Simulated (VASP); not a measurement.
Ni:

```xyz
8
Lattice="4.4398 0.0000 0.0000 0.0000 4.4398 0.0000 0.0000 0.0000 4.4398" Properties=species:S:1:pos:R:3 pbc="T T T"
Ni    0.0000    0.0000    0.0000
Ni    2.2199    2.2199    2.2199
Ni    1.1100    0.0000    2.2199
Ni    3.3299    0.0000    2.2199
Ni    2.2199    1.1100    0.0000
Ni    2.2199    3.3299    0.0000
Ni    0.0000    2.2199    1.1100
Ni    0.0000    2.2199    3.3299
```

```yaml
Program: VASP 6.6.1
Task: relaxation of cell and atoms
Functional: PBEsol
Potentials_or_basis: VASP PAW PBE potentials, release 64 (Ni)
Cutoff: 600 eV
k_mesh: 6 × 6 × 6
Occupations: fermi-dirac, width 0.1 eV
Spin: no spin polarisation
```

At the start: pressure -6.8 GPa; volume 10.94 Å³/atom.

Task: How do energy, volume and symmetry change on relaxing?

Result: Over 3 steps the energy falls by 8.0 meV/atom and the volume is 10.58 Å³/atom (-3.3 %); space group Pm-3n (No. 223, to 0.05 Å).

Step by step:
```tsv
step	energy change (eV)	largest force (eV/Å)	pressure (GPa)	volume (Å³)
1	0.0000	0.0000	-6.78	87.52
2	0.0039	0.0000	8.01	81.78
3	-0.0641	0.0000	-0.01	84.61
```

Final structure:
```cif
data_structure
_symmetry_space_group_name_H-M 'P 1'
_symmetry_Int_Tables_number 1
_cell_length_a 4.3901
_cell_length_b 4.3901
_cell_length_c 4.3901
_cell_angle_alpha 90.000
_cell_angle_beta 90.000
_cell_angle_gamma 90.000
_cell_volume 84.61
loop_
_atom_site_label
_atom_site_type_symbol
_atom_site_fract_x
_atom_site_fract_y
_atom_site_fract_z
_atom_site_occupancy
Ni1 Ni 0.00000 0.00000 0.00000 1
Ni2 Ni 0.50000 0.50000 0.50000 1
Ni3 Ni 0.25000 0.00000 0.50000 1
Ni4 Ni 0.75000 0.00000 0.50000 1
Ni5 Ni 0.50000 0.25000 0.00000 1
Ni6 Ni 0.50000 0.75000 0.00000 1
Ni7 Ni 0.00000 0.50000 0.25000 1
Ni8 Ni 0.00000 0.50000 0.75000 1
```

Caveat: the PAW data sets were made with another functional, which shifts forces and pressure a little; the run has no spin polarisation, though such a crystal can be magnetic.
